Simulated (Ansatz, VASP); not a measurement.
GaN: VASP beside Ansatz

Contents of POSCAR:

```
GaN
1.0
    0.0000000000      2.1408255771      2.3661756379
    2.1408255771      0.0000000000      2.3661756379
    2.1408255771      2.1408255771      0.0000000000
Ga N
1 1
Direct
    0.0000000000      0.0000000000      0.0000000000
    0.7500000000      0.7500000000      0.7500000000
```

The input INCAR.step1:

```
ALGO = Normal
EDIFF = 1E-4
ENCUT = 520
GGA = PE
ISMEAR = 0
LASPH = T
LCHARG = F
LREAL = F
LWAVE = T
NBANDS = 16
NELM = 100
PREC = Accurate
SIGMA = 0.05
```

INCAR.step2

```
ALGO = Normal
EDIFF = 1E-6
ENCUT = 520
ISIF = 2
ISMEAR = 0
ISTART = 1
LASPH = T
LCHARG = F
LMIXTAU = T
LREAL = F
LWAVE = F
METAGGA = R2SCAN
NBANDS = 16
NELM = 100
PREC = Accurate
SIGMA = 0.05
```

KPOINTS

```
k-points
0
Gamma
  10 10 10
```

Input for Ansatz:

```yaml
crystal:
  lattice:
    - [0.0, 2.1408255771, 2.3661756379]
    - [2.1408255771, 0.0, 2.3661756379]
    - [2.1408255771, 2.1408255771, 0.0]
  atoms:
    - { symbol: Ga, position: [0.0, 0.0, 0.0] }
    - { symbol: "N", position: [0.75, 0.75, 0.75] }
basis:
  ecutwfc: 500
kpoints:
  mp_grid: { grid: [10, 10, 10] }
hamiltonian:
  xc: r2scan
scf:
  occupations: { method: gaussian, width: 0.05 }
output:
  forces: true
  stress: true
  eigenvalues: true
```

Change from the starting cell: strain -0.050 along x and y, +0.050 along z, atoms carried along.

Alike in both runs: task single point; functional r2SCAN; k mesh 10 × 10 × 10; occupations gaussian, width 0.05 eV; no spin polarisation.

|  | VASP | Ansatz |
| --- | --- | --- |
| version | VASP 6.6.1 | Ansatz 0.2.0 |
| potentials or method | VASP PAW PBE potentials, release 64 (Ga_d, N), cutoff 520 eV | scalar-relativistic, plane waves, PAW |
| valence electrons in the cell | 18 | 18 |

Ansatz gave:

```
gap on the k mesh at the Fermi level (eV)                     : 2.26
least direct gap on the mesh (eV)                             : 2.26
pressure (GPa)                                                : 9.6
traceless stress, the component that is largest in VASP (GPa) : -10.94
```

Which values does VASP return?

gap on the k mesh at the Fermi level (eV): 2.25; least direct gap on the mesh (eV): 2.25; pressure (GPa): 10.7; traceless stress, the component that is largest in VASP (GPa): -10.74.

VASP's potentials were made for PBE, not for r2SCAN. The functional is the same, so the differences come from potentials, cutoffs and numerics.
